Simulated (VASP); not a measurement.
Write the native input for VASP 6.6.1 that does the following.

| Quantity | Value |
| --- | --- |
| Task | single point |
| Functional | r2SCAN |
| Potentials or basis | VASP PAW PBE potentials, release 64 (Ag) |
| Cutoff | 520 eV |
| k mesh | 18 × 18 × 6 |
| Occupations | gaussian, width 0.15 eV |
| Spin | no spin polarisation |
| Dipole correction | no |
| Further INCAR settings | ALGO = Normal; EDIFF = 1e-06; NBANDS = 30 |

Crystal: Ag.

```xyz
4
Lattice="2.8616 0.0000 0.0000 -1.4308 2.4782 0.0000 0.0000 0.0000 9.3250" Properties=species:S:1:pos:R:3 pbc="T T T"
Ag    0.0000    1.6522    2.3312
Ag    1.4308    0.8261    6.9937
Ag    0.0000    0.0000    0.0000
Ag    0.0000    0.0000    4.6625
```

This cell differs from its parent crystal: strain -0.015 along x and y, -0.015 along z.

One way to write it, as run:

POSCAR

```
Ag
1.0
    2.8616308687      0.0000000000      0.0000000000
   -1.4308154344      2.4782450286      0.0000000000
    0.0000000000      0.0000000000      9.3249896815
Ag
4
Direct
    0.3333333333      0.6666666667      0.2500000000
    0.6666666667      0.3333333333      0.7500000000
    0.0000000000      0.0000000000      0.0000000000
    0.0000000000      0.0000000000      0.5000000000
```

INCAR.step1

```
PREC = Accurate
ENCUT = 520
ISMEAR = 0
SIGMA = 0.15
LREAL = False
LASPH = True
NELM = 60
NBANDS = 30
GGA = PE
ALGO = Normal
EDIFF = 1E-4
LWAVE = True
LCHARG = False
```

INCAR.step2

```
PREC = Accurate
ENCUT = 520
EDIFF = 1E-6
ISMEAR = 0
SIGMA = 0.15
LREAL = False
LASPH = True
NELM = 60
ALGO = Normal
ISIF = 2
LWAVE = False
LCHARG = True
METAGGA = R2SCAN
LMIXTAU = True
LELF = True
LVHAR = True
NBANDS = 30
ISTART = 1
```

KPOINTS

```
regular mesh
0
Gamma
  18 18 6
```

Potentials or basis: VASP PAW PBE potentials, release 64 (Ag).

Launch:

```sh
$ cat potpaw_PBE.64/Ag/POTCAR > POTCAR
$ cp INCAR.step1 INCAR
$ mpirun -np 1 vasp_std > vasp.out
$ cp INCAR.step2 INCAR
$ mpirun -np 1 vasp_std > vasp.out
```

It gave:

| Quantity | Value |
| --- | --- |
| Pressure | 5.6 GPa |
| Band gap on the k mesh | zero (bands 22 and 23 overlap by 7.12 eV) |

Caveat: the cell differs from its parent crystal (strain -0.015 along x and y, -0.015 along z); the cell stands under pressure; the PAW data sets were made with another functional, which shifts forces and pressure a little.

Wall time 24 min on 1 thread of Intel Xeon 8259CL (shared host), peak memory 0.35 GiB.
